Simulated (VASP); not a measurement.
**BaTiO3: single point with PBE+U**

BaTiO3:

```
CELL_PARAMETERS angstrom
2.94634 1.70107 2.41660
-2.94634 1.70107 2.41660
0.00000 -3.40214 2.41660
ATOMIC_POSITIONS crystal
Ba 0.00928 0.00928 0.00928
Ti 0.52261 0.52261 0.52261
O 0.48551 0.96819 0.48551
O 0.48551 0.48551 0.96819
O 0.96819 0.48551 0.48551
```

This cell differs from its parent crystal: equal strain along all axes, cell held: +3.0 %, then relaxed in part.

```
Program                : VASP 6.6.1
Task                   : single point
Functional             : PBE
Potentials or basis    : VASP PAW PBE potentials, release 64 (Ba_sv, Ti_sv, O_h)
Cutoff                 : 1340 eV
k mesh                 : 6 × 6 × 6
Occupations            : gaussian, width 0.02 eV
Spin                   : no spin polarisation
Hubbard terms          : Ti d U = 4.0 eV
Dipole correction      : no
Further INCAR settings : ALGO = Normal; EDIFF = 1e-06; NBANDS = 28
```

```
Pressure               : -3.9 GPa
Largest force          : 0.780 eV/Å
Band gap on the k mesh : 3.09 eV (least direct gap 3.66 eV)
```

Forces in eV/Å, atoms in the order of the input:
```
Ba   0.000  0.000 -0.070
Ti   0.000  0.000 -0.780
O   -0.353  0.204  0.283
O    0.000 -0.407  0.283
O    0.353  0.204  0.283
```

Stress tensor (GPa, compression positive):
```
-4.21  0.00  0.00
 0.00 -4.21  0.00
 0.00  0.00 -3.21
```

Levels at points of the mesh, in eV from the valence-band top:
```tsv
k point	band 16	band 17	band 18	band 19	band 20	band 21	band 22	band 23	band 24	band 25
(0.00, 0.00, 0.00)	-1.32	-0.88	-0.77	-0.74	-0.74	3.16	3.16	3.28	4.37	4.37
(0.50, 0.00, 0.00)	-1.85	-1.51	-1.35	-1.09	-0.97	3.29	3.96	4.14	4.37	5.38
(0.50, 0.50, 0.00)	-2.31	-1.67	-0.94	-0.84	-0.09	4.02	4.13	4.38	4.55	6.85
(0.50, 0.50, 0.50)	-2.31	-2.21	-0.07	-0.07	0.00	4.27	4.59	4.59	5.96	5.96
```

Eigenvalues of the final occupation matrices:
```csv
site,spin,trace,eigenvalues
site 2 d,1,0.83,0.11 0.12 0.12 0.24 0.24
site 2 d,2,0.83,0.11 0.12 0.12 0.24 0.24
```

Run time: 4.2 min on 1 thread of AMD EPYC 7R43 64-Core Processor (Zen 3), with other jobs on the host, peak memory 0.5 GiB.

Caveat: the cell differs from its parent crystal (equal strain along all axes, cell held: +3.0 %, then relaxed in part); the cell stands under tension; spin-orbit coupling is left out, which moves the levels of the heavy elements. A k mesh can miss the band edges.
